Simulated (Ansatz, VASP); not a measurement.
# Ba2CdBr6: VASP beside Ansatz

File INCAR:

```
SYSTEM = Ba2CdBr6
PREC = Accurate
ENCUT = 520
EDIFF = 1E-6
ISMEAR = 0
SIGMA = 0.1
LREAL = .FALSE.
LASPH = .TRUE.
NELM = 100
ALGO = Normal
ISIF = 2
LWAVE = .FALSE.
LCHARG = .FALSE.
GGA = PE
NBANDS = 47
```

File KPOINTS:

```
Automatic mesh
0
G
  4 4 4
  0 0 0
```

Contents of POSCAR:

```
Ba2CdBr6
1.0
    0.0000000000      5.5095747400      5.5095747400
    5.5095747400      0.0000000000      5.5095747400
    5.5095747400      5.5095747400      0.0000000000
Ba Cd Br
2 1 6
Direct
    0.2500000000      0.2500000000      0.2500000000
    0.7500000000      0.7500000000      0.7500000000
    0.0000000000      0.0000000000      0.0000000000
    0.7500000000      0.2500000000      0.2500000000
    0.2500000000      0.7500000000      0.7500000000
    0.2500000000      0.7500000000      0.2500000000
    0.7500000000      0.2500000000      0.7500000000
    0.2500000000      0.2500000000      0.7500000000
    0.7500000000      0.7500000000      0.2500000000
```

Input for Ansatz:

```yaml
crystal:
  lattice:
    - [0.0, 5.50957474, 5.50957474]
    - [5.50957474, 0.0, 5.50957474]
    - [5.50957474, 5.50957474, 0.0]
  atoms:
    - { symbol: Ba, position: [0.25, 0.25, 0.25] }
    - { symbol: Ba, position: [0.75, 0.75, 0.75] }
    - { symbol: Cd, position: [0.0, 0.0, 0.0] }
    - { symbol: Br, position: [0.75, 0.25, 0.25] }
    - { symbol: Br, position: [0.25, 0.75, 0.75] }
    - { symbol: Br, position: [0.25, 0.75, 0.25] }
    - { symbol: Br, position: [0.75, 0.25, 0.75] }
    - { symbol: Br, position: [0.25, 0.25, 0.75] }
    - { symbol: Br, position: [0.75, 0.75, 0.25] }
basis:
  ecutwfc: 420
kpoints:
  mp_grid: { grid: [4, 4, 4] }
hamiltonian:
  xc: pbe
scf:
  occupations: { method: gaussian, width: 0.1 }
  lower_state_search: "off"
output:
  forces: true
  stress: true
  eigenvalues: true
```

Change from the starting cell: ordered vacancies on the cation sites of perovskite (Fm-3m, No. 225).

Alike in both runs: task single point; functional PBE; k mesh 4 × 4 × 4; occupations gaussian, width 0.1 eV; no spin polarisation.

```csv
,VASP,Ansatz
version,VASP 6.6.1,Ansatz 0.2.0
potentials or method,"VASP PAW PBE potentials, release 64 (Ba_sv, Cd, Br), cutoff 520 eV","scalar-relativistic, plane waves, PAW"
valence electrons in the cell,74,82
```

|  | VASP | Ansatz | Ansatz less VASP |
| --- | --- | --- | --- |
| gap on the k mesh at the Fermi level (eV) | 2.84 | 2.84 | +0.006 |
| least direct gap on the mesh (eV) | 2.84 | 2.84 | +0.006 |
| pressure (GPa) | -2.0 | -2.1 | -0.15 |

The functional is the same, so the differences come from potentials, cutoffs and numerics. VASP's potentials hold 74 valence electrons a cell and Ansatz's 82, so a difference there can come from the potentials and not from the codes.

Neither program's run includes spin-orbit coupling.
